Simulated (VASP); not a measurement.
Here is a VASP 6.6.1 calculation.

The input INCAR:

```
PREC = Accurate
ENCUT = 520
EDIFF = 1E-6
ISMEAR = -1
SIGMA = 0.05
LREAL = F
LASPH = T
NELM = 100
ALGO = Normal
ISIF = 2
LWAVE = F
LCHARG = F
GGA = PE
NBANDS = 16
```

File KPOINTS:

```
Automatic mesh
0
Gamma
  6 6 4
```

POSCAR

```
Te
1.0
    4.6321600000      0.0000000000      0.0000000000
   -2.3160800000      4.0115682344      0.0000000000
    0.0000000000      0.0000000000      5.9240000000
Te
3
Direct
    0.7403268369      0.7403268369      0.0000000000
    0.0000000000      0.2596731631      0.6666666667
    0.2596731631      0.0000000000      0.3333333333
```

Potentials or basis: VASP PAW PBE potentials, release 64 (Te).

Launch:

```bash
$ cat potpaw_PBE.64/Te/POTCAR > POTCAR
$ mpirun -np 1 vasp_std > vasp.out
```

What does it give for the pressure?

-0.5 GPa.

Predict the largest force.

0.012 eV/Å.

Estimate the band gap on the k mesh.

0.36 eV, direct.

Forces in eV/Å, atoms in the order of the input:
```
Te  -0.006 -0.011  0.000
Te  -0.006  0.011  0.000
Te   0.012  0.000  0.000
```

Caveat: spin-orbit coupling is left out, which moves the levels of the heavy elements. A k mesh can miss the band edges.
